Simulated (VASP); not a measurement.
A run of VASP 6.6.1 is set up as follows.

POSCAR

```
KI
1.0
    0.0000000000      3.5445661619      3.5445661619
    3.5445661619      0.0000000000      3.5445661619
    3.5445661619      3.5445661619      0.0000000000
K I
1 1
Direct
    0.0000000000      0.0000000000      0.0000000000
    0.5000000000      0.5000000000      0.5000000000
```

INCAR.step1

```
PREC = Accurate ; ENCUT = 520
EDIFF = 1E-5 ; ISMEAR = 0
SIGMA = 0.01 ; LREAL = False
LASPH = True ; NELM = 60
ALGO = Normal ; ISIF = 2
LWAVE = True ; LCHARG = False
NBANDS = 15 ; GGA = PE
```

The input INCAR.step2:

```
PREC = Accurate ; ENCUT = 520
EDIFF = 1E-6 ; ISMEAR = 0
SIGMA = 0.01 ; LREAL = False
LASPH = True ; NELM = 60
ALGO = Normal ; ISIF = 2
LWAVE = False ; LCHARG = False
GGA = PE ; LHFCALC = True
HFSCREEN = 0.2079 ; PRECFOCK = Normal
NBANDS = 15 ; ISTART = 1
```

Contents of KPOINTS:

```
regular mesh
0
Gamma
  2 2 2
```

Potentials or basis: VASP PAW PBE potentials, release 64 (K_sv, I).

The run is started by

```sh
$ cat potpaw_PBE.64/K_sv/POTCAR potpaw_PBE.64/I/POTCAR > POTCAR
$ cp INCAR.step1 INCAR
$ mpirun -np 1 vasp_std > vasp.out
$ cp INCAR.step2 INCAR
$ mpirun -np 1 vasp_std > vasp.out
```

Estimate the band gap on the k mesh.

4.97 eV, direct.

Estimate the pressure.

0.8 GPa.

Caveat: the k points lie up to 0.77 Å⁻¹ apart; the PAW data sets were made with another functional, which shifts forces and pressure a little; spin-orbit coupling is left out, which moves the levels of the heavy elements.
